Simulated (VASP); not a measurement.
**PBr: single point with HSE06**

Crystal: PBr.

```
Br P
1.0
     4.93856    0.00000    0.00000
    -2.06239    5.19450    0.00000
    -0.69678   -0.65377    6.23326
Br P
2 2
Direct
  0.66580 0.85501 0.24276
  0.33420 0.14499 0.75724
  0.64072 0.49976 0.63187
  0.35928 0.50024 0.36813
```

* Program: VASP 6.6.1
* Task: single point
* Functional: HSE06
* Potentials or basis: VASP PAW PBE potentials, release 64 (Br, P)
* Cutoff: 400 eV
* k mesh: 4 × 4 × 3
* Occupations: gaussian, width 0.01 eV
* Spin: no spin polarisation

| Property | Result |
| --- | --- |
| Pressure | -0.9 GPa |
| Largest force | 0.695 eV/Å |
| Band gap on the k mesh | 2.29 eV |

Forces in eV/Å, atoms in the order of the input:
```
Br  -0.141 -0.405  0.119
Br   0.141  0.405 -0.119
P   -0.499 -0.277 -0.396
P    0.499  0.277  0.396
```

Stress tensor (GPa, compression positive):
```
-0.67 -0.48 -0.29
-0.48 -1.14  0.68
-0.29  0.68 -1.01
```

Levels at points of the mesh, in eV from the valence-band top:
```tsv
k point	band 8	band 9	band 10	band 11	band 12	band 13	band 14	band 15	band 16	band 17
(0.00, 0.00, 0.00)	-2.51	-2.51	-1.69	-1.35	-0.62	2.75	4.30	5.80	6.42	6.71
(0.50, 0.00, 0.00)	-2.69	-2.52	-1.86	-1.01	-0.41	3.16	3.70	4.57	5.67	7.23
(0.00, 0.50, 0.00)	-2.44	-1.97	-1.96	-0.54	-0.20	2.45	3.46	4.54	6.39	7.53
(0.50, 0.50, 0.00)	-2.56	-2.27	-2.03	-0.99	-0.30	3.23	4.12	5.83	6.28	7.89
```

It took 52 min on 1 thread of Intel Xeon 8259CL, with other jobs on the host, peak memory 0.38 GiB.

Caveat: this functional lacks dispersion, which holds the molecules together, so the pressure and a relaxed volume are unreliable; the PAW data sets were made with another functional, which shifts forces and pressure a little. A k mesh can miss the band edges.
